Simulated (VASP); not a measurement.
A run of VASP 6.6.1 is set up as follows.

The input INCAR:

```
SYSTEM = WC
PREC = Accurate ; ENCUT = 520
EDIFF = 1E-7 ; ISMEAR = 0
SIGMA = 0.05 ; LREAL = .FALSE.
LASPH = .TRUE. ; NELM = 150
ALGO = Normal ; ISIF = 2
LWAVE = .FALSE. ; LCHARG = .TRUE.
LNONCOLLINEAR = .TRUE. ; MAGMOM = 0 0 0 0 0 0
LORBIT = 11 ; LSORBIT = .TRUE.
GGA_COMPAT = .FALSE. ; LORBMOM = .TRUE.
LMAXMIX = 4 ; GGA = PS
LVHAR = .TRUE. ; NBANDS = 30
```

The input KPOINTS:

```
Automatic mesh
0
G
  17 17 15
  0 0 0
```

File POSCAR:

```
WC
1.0
    2.9065000000      0.0000000000      0.0000000000
   -1.4532500000      2.5171028361      0.0000000000
    0.0000000000      0.0000000000      2.8366000000
W C
1 1
Direct
    0.0000000000      0.0000000000      0.0000000000
    0.6666666667      0.3333333333      0.5000000000
```

Potentials or basis: VASP PAW PBE potentials, release 64 (W_sv, C).

Run with:

```console
$ cat potpaw_PBE.64/W_sv/POTCAR potpaw_PBE.64/C/POTCAR > POTCAR
$ mpirun -np 1 vasp_ncl > vasp.out
```

Task: What does it give for the pressure?

Result: -1.6 GPa.

Task: What does it give for the net moment?

Result: 0.00 μB per cell.

Stress tensor (GPa, compression positive):
```
-1.42  0.00  0.00
 0.00 -1.42  0.00
 0.00  0.00 -1.95
```

Caveat: the PAW data sets were made with another functional, which shifts forces and pressure a little.
